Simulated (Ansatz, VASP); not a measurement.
## Cd3HgTe4 in VASP and in Ansatz

```
Cd Hg Te
1.0
     4.37776    0.00000    0.00000
     0.00000    4.37776    0.00000
     0.00000    0.00000   12.38217
Cd Hg Te
3 1 4
Direct
  0.50000 0.50000 0.25000
  0.00000 0.00000 0.50000
  0.50000 0.50000 0.75000
  0.00000 0.00000 0.00000
  0.50000 0.00000 0.37500
  0.00000 0.50000 0.62500
  0.50000 0.00000 0.87500
  0.00000 0.50000 0.12500
```

Alike in both runs: task relaxation of cell and atoms; functional PBE; k mesh 4 × 4 × 2; occupations gaussian, width 0.1 eV; no spin polarisation.

```csv
,VASP,Ansatz
version,VASP 6.6.1,Ansatz 0.2.0
potentials or method,"VASP PAW PBE potentials, release 64 (Cd, Hg, Te), cutoff 600 eV","scalar-relativistic, plane waves, PAW"
valence electrons in the cell,72,144
```

Ansatz gave:

| Item | Value |
| --- | --- |
| gap on the k mesh at the Fermi level, each at its own relaxed structure (eV) | 0.17 |
| relaxed volume (Å³/atom) | 36.35 |
| relaxed cell length with the largest relative difference (Å) | 13.143 |

Question: Estimate VASP's values.

Answer: gap on the k mesh at the Fermi level, each at its own relaxed structure (eV): 0.17; relaxed volume (Å³/atom): 36.45; relaxed cell length with the largest relative difference (Å): 13.243.

VASP's potentials hold 72 valence electrons a cell and Ansatz's 144, so a difference there can come from the potentials and not from the codes.

Spin-orbit coupling is off throughout. Noted on VASP's run: the volume moved by over 15 % at a fixed basis, so the end points are rough.
